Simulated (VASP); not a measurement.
**GaP: electric field gradients with LDA**

The system is GaP.

```
Ga P
1.0
     0.00000    2.76111    2.76111
     2.76111    0.00000    2.76111
     2.76111    2.76111    0.00000
Ga P
1 1
Direct
  0.00000 0.00000 0.00000
  0.75000 0.75000 0.75000
```

This cell differs from its parent crystal: volume scaled by 1.04.

```yaml
Program: VASP 6.6.1
Task: electric field gradients
Functional: LDA
Potentials_or_basis: VASP PAW LDA potentials, release 64 (Ga_d, P)
Cutoff: 520 eV
k_mesh: 10 × 10 × 10
Occupations: fermi-dirac, width 0.05 eV
Spin: no spin polarisation
Dipole_correction: no
Further_INCAR_settings: ALGO = Normal; EDIFF = 1e-08; NBANDS = 16
```

| Quantity | Value |
| --- | --- |
| Pressure | -5.4 GPa |
| Band gap on the k mesh | 1.32 eV, direct |

Levels at points of the mesh, in eV from the valence-band top:
| k point | band 7 | band 8 | band 9 | band 10 | band 11 | band 12 |
| --- | --- | --- | --- | --- | --- | --- |
| (0.00, 0.00, 0.00) | 0.00 | 0.00 | 0.00 | 1.32 | 3.80 | 3.80 |
| (0.50, 0.00, 0.00) | -6.49 | -1.07 | -1.07 | 1.40 | 4.64 | 4.64 |
| (0.50, 0.50, 0.00) | -6.66 | -2.57 | -2.57 | 1.57 | 1.71 | 10.16 |

Wall time 44 s on 1 thread of Intel(R) Xeon(R) Platinum 8375C CPU @ 2.90GHz (Ice Lake), on a shared host, peak memory 0.16 GiB.

Caveat: without QUAD_EFG the Cq values of the log hold for a quadrupole moment of 1 mb, not for the nuclei. A k mesh can miss the band edges.
